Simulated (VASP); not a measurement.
Input of a VASP 6.6.1 run:

Contents of INCAR:

```
PREC = Accurate
ENCUT = 520
EDIFF = 1E-6
ISMEAR = -1
SIGMA = 0.02
LREAL = False
LASPH = True
NELM = 100
ALGO = Normal
ISIF = 2
LWAVE = False
LCHARG = False
GGA = PE
NBANDS = 15
```

KPOINTS

```
regular mesh
0
Gamma
  8 8 8
```

Contents of POSCAR:

```
SrO
1.0
    0.0000000000      2.5698000000      2.5954980000
    2.5698000000      0.0000000000      2.5954980000
    2.5698000000      2.5698000000      0.0000000000
Sr O
1 1
Direct
    0.0000000000      0.0000000000      0.0000000000
    0.5000000000      0.5000000000      0.5000000000
```

Potentials or basis: VASP PAW PBE potentials, release 64 (Sr_sv, O).

The run is started by

```sh
$ cat potpaw_PBE.64/Sr_sv/POTCAR potpaw_PBE.64/O/POTCAR > POTCAR
$ mpirun -np 1 vasp_std > vasp.out
```

Task: Predict the pressure.

Result: 2.6 GPa.

Task: What does it give for the band gap on the k mesh?

Result: 3.25 eV, indirect (least direct gap 3.34 eV).

Stress tensor (GPa, compression positive):
```
3.00 0.00 0.00
0.00 3.00 0.00
0.00 0.00 1.67
```

Caveat: the cell differs from its parent crystal (zz strain of +1 %). A k mesh can miss the band edges.
